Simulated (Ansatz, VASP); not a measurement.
## One calculation of Sn3Se, two programs

```
Sn Se
1.0
     0.00000    3.73355    3.73355
     3.70576    0.02779    3.70576
     3.70576    3.70576    0.02779
Sn Se
3 1
Direct
  0.25000 0.25000 0.25000
  0.75000 0.75000 0.75000
  0.50000 0.50000 0.50000
  0.00000 0.00000 0.00000
```

Change from the starting cell: strain +0.0150 x Voigt [0, 0, 0, 1, 0, 0], atoms carried along.

Alike in both runs: task single point; functional r2SCAN; k mesh 12 × 12 × 12; occupations gaussian, width 0.15 eV; no spin polarisation.

```csv
,VASP,Ansatz
version,VASP 6.6.1,Ansatz 0.2.0
potentials or method,"VASP PAW PBE potentials, release 64 (Sn_d, Se), cutoff 520 eV","scalar-relativistic, plane waves, PAW"
valence electrons in the cell,48,58
```

|  | VASP | Ansatz | Ansatz less VASP |
| --- | --- | --- | --- |
| gap on the k mesh at the Fermi level (eV) | none | none | - |
| pressure (GPa) | 0.1 | 0.1 | +0.01 |
| traceless stress, the component that is largest in VASP (GPa) | -0.09 | -0.09 | +0.004 |
| rms of the force components (eV/Å) | 0.016 | 0.016 | 0.0000 |

VASP's potentials were made for PBE, not for r2SCAN. Atom by atom the forces differ by 0.000 eV/Å (rms over components). A gap of «none» marks a metal or a gap that the smearing closes. With one functional, cell and mesh, what is left measures potentials, basis and numerics. VASP's potentials hold 48 valence electrons a cell and Ansatz's 58, so a difference there can come from the potentials and not from the codes.
